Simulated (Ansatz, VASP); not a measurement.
**BaS: VASP beside Ansatz**

INCAR

```
SYSTEM = BaS
PREC = Accurate
ENCUT = 520
EDIFF = 1E-7
ISMEAR = -1
SIGMA = 0.02
LREAL = .FALSE.
LASPH = .TRUE.
NELM = 100
ALGO = Normal
ISIF = 2
LWAVE = .FALSE.
LCHARG = .FALSE.
GGA = PE
NBANDS = 15
```

File KPOINTS:

```
Automatic mesh
0
G
  6 6 6
  0 0 0
```

File POSCAR:

```
BaS
1.0
    0.0000000000      3.5194117709      3.5194117709
    3.6126761828      0.0000000000      3.5194117709
    3.6126761828      3.5194117709      0.0000000000
Ba S
1 1
Direct
    0.0000000000      0.0000000000      0.0000000000
    0.2500000000      0.2500000000      0.2500000000
```

Input for Ansatz:

```yaml
crystal:
  lattice:
    - [0.0, 3.5194117709, 3.5194117709]
    - [3.6126761828, 0.0, 3.5194117709]
    - [3.6126761828, 3.5194117709, 0.0]
  atoms:
    - { symbol: Ba, position: [0.0, 0.0, 0.0] }
    - { symbol: S, position: [0.25, 0.25, 0.25] }
kpoints:
  mp_grid: { grid: [6, 6, 6] }
  band_path:
    path:
      - [0.0, 0.0, 0.0]
      - [-0.5, -0.5, 0.0]
      - [-0.375, -0.375, 0.25]
      - [-0.375, 0.0, 0.375]
      - [0.0, 0.0, 0.5]
      - [-0.5, -0.25, 0.25]
      - [0.21875, -0.5, -0.28125]
    npoints: 1
hamiltonian:
  xc: pbe
scf:
  occupations: { method: fermi_dirac, width: 0.02 }
  n_extra_bands: 4
output:
  forces: true
  stress: true
  eigenvalues: true
```

Change from the starting cell: uniaxial_x strain +2.6%.

Alike in both runs: task single point; functional PBE; k mesh 6 × 6 × 6; occupations fermi-dirac, width 0.02 eV; no spin polarisation.

|  | VASP | Ansatz |
| --- | --- | --- |
| version | VASP 6.6.1 | Ansatz 0.2.0 |
| potentials or method | VASP PAW PBE potentials, release 64 (Ba_sv, S) | plane waves, PAW |
| plane-wave cutoff (eV) | 520 | 420 |
| valence electrons in the cell | 16 | 16 |

```csv
,VASP,Ansatz,Ansatz less VASP
gap on the k mesh at the Fermi level (eV),2.71,2.70,-0.013
pressure (GPa),-0.3,-0.7,-0.38
"traceless stress, the component that is largest in VASP (GPa)",-0.09,-0.10,-0.009
```

Spin-orbit coupling is off throughout.
